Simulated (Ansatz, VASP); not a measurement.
**Two plane-wave programs on Co**

Contents of INCAR:

```
SYSTEM = Co
ALGO = Normal
EDIFF = 1E-6
ENCUT = 600
GGA = PE
GGA_COMPAT = .False.
ISIF = 2
ISMEAR = -1
ISPIN = 2
LASPH = .True.
LCHARG = .False.
LDAU = .True.
LDAUJ = 0
LDAUL = 2
LDAUPRINT = 1
LDAUTYPE = 2
LDAUU = 2.7
LMAXMIX = 4
LORBIT = 11
LREAL = .False.
LWAVE = .False.
MAGMOM = 2.03 2.03
NBANDS = 20
NELM = 200
PREC = Accurate
SIGMA = 0.05
```

KPOINTS

```
k-points
0
Gamma
  6 12 12
  0 0 0
```

The input POSCAR:

```
Co
1.0
    0.0000000000      3.5890000000      3.5890000000
    1.7945000000      0.0000000000      1.7945000000
    1.7945000000      1.7945000000      0.0000000000
Co
2
Direct
    0.0000000000      0.0000000000      0.0000000000
    0.5000000000      0.0000000000      0.0000000000
```

Input for Ansatz:

```yaml
crystal:
  lattice:
    - [0.0, 3.589, 3.589]
    - [1.7945, 0.0, 1.7945]
    - [1.7945, 1.7945, 0.0]
  atoms:
    - { symbol: Co, position: [0.0, 0.0, 0.0] }
    - { symbol: Co, position: [0.5, 0.0, 0.0] }
hamiltonian:
  xc: pbe
  pseudopotentials: { kind: paw }
  hubbard: { sites: [{ species: Co, l: d, u_eff: 2.7 }] }
basis:
  ecutwfc: 420
kpoints:
  mp_grid: { grid: [6, 12, 12] }
scf:
  occupations: { method: fermi_dirac, width: 0.05 }
  lower_state_search: "off"
output:
  forces: true
  stress: true
magnetization:
  spin_polarized: true
```

Alike in both runs: task single point; functional PBE; k mesh 6 × 12 × 12; occupations fermi-dirac, width 0.05 eV; collinear spin; Hubbard terms Co d U = 2.7 eV.

|  | VASP | Ansatz |
| --- | --- | --- |
| version | VASP 6.6.1 | Ansatz 0.2.0 |
| potentials or method | VASP PAW PBE potentials, release 64 (Co), cutoff 600 eV | PAW, plane waves, scalar-relativistic |
| valence electrons in the cell | 18 | 34 |

VASP gave:

| Property | Result |
| --- | --- |
| pressure (GPa) | -5.9 |
| net moment per atom (μB) | 1.78 |
| size of the moment on the site where the two differ most (μB) | 1.84 |

Problem. What did Ansatz give for the same quantities?

Solution. Pressure (GPa): -2.3; net moment per atom (μB): 1.75; size of the moment on the site where the two differ most (μB): 1.85.

Site moments also hang on the region over which each program counts them. The programs project onto different local orbitals, so the same U acts differently, and such runs can settle in different states. VASP's potentials hold 18 valence electrons a cell and Ansatz's 34, so a difference there can come from the potentials and not from the codes. Ansatz's warnings: filled band counts differ across k points, no starting moments.
